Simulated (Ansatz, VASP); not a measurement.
One calculation of Cu3Sn2, two programs

```
Cu Sn
1.0
     4.84974    0.00000    0.00000
     0.00000    4.84974    0.00000
     0.00000    0.00000    4.84974
Cu Sn
3 2
Direct
  0.50000 0.00000 0.00000
  0.00000 0.50000 0.00000
  0.00000 0.00000 0.50000
  0.00000 0.00000 0.00000
  0.50000 0.50000 0.50000
```

Alike in both runs: functional PBE; k mesh 8 × 8 × 8; occupations gaussian, width 0.1 eV; no spin polarisation.

Ansatz relaxed the structure, and its values are those at the end. VASP's run is a single point on that final structure, the one shown.

|  | VASP | Ansatz |
| --- | --- | --- |
| version | VASP 6.6.1 | Ansatz 0.2.0 |
| potentials or method | VASP PAW PBE potentials, release 64 (Cu, Sn_d), cutoff 520 eV | scalar-relativistic, plane waves, PAW |
| valence electrons in the cell | 61 | 85 |

```tsv
	VASP	Ansatz	Ansatz less VASP
gap on the k mesh at the Fermi level (eV)	none	none	-
pressure (GPa)	0.0	0.0	+0.05
```

A gap of «none» marks a metal or a gap that the smearing closes. VASP's potentials hold 61 valence electrons a cell and Ansatz's 85, so a difference there can come from the potentials and not from the codes.
